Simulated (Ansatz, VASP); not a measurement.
**Al3N: VASP beside Ansatz**

```
Al N
1.0
     2.85676    0.00000    0.00000
     0.00000    2.85676    0.00000
     0.00000    0.00000   21.17470
Al N
3 1
Cartesian
  1.4284 1.4284 4.0000
  0.0000 0.0000 6.0848
  1.4284 1.4284 8.1747
  1.4284 1.4284 11.8447
```

Alike in both runs: task single point; functional PBE; k mesh 9 × 9 × 1; occupations gaussian, width 0.1 eV; collinear spin.

```csv
,VASP,Ansatz
version,VASP 6.6.1,Ansatz 0.2.0
potentials or method,"VASP PAW PBE potentials, release 64 (Al, N), cutoff 520 eV","scalar-relativistic, plane waves, PAW"
valence electrons in the cell,14,14
```

```tsv
	VASP	Ansatz	Ansatz less VASP
gap on the k mesh at the Fermi level (eV)	none	none	-
rms of the force components (eV/Å)	0.082	0.083	+0.0004
net moment per atom (μB)	0.73	0.73	0.000
size of the moment on the site where the two differ most (μB)	1.92	2.67	+0.742
```

Site moments also hang on the region over which each program counts them. Atom by atom the forces differ by 0.000 eV/Å (rms over components). A gap of «none» marks a metal or a gap that the smearing closes. Ansatz's warnings: stability check not made.
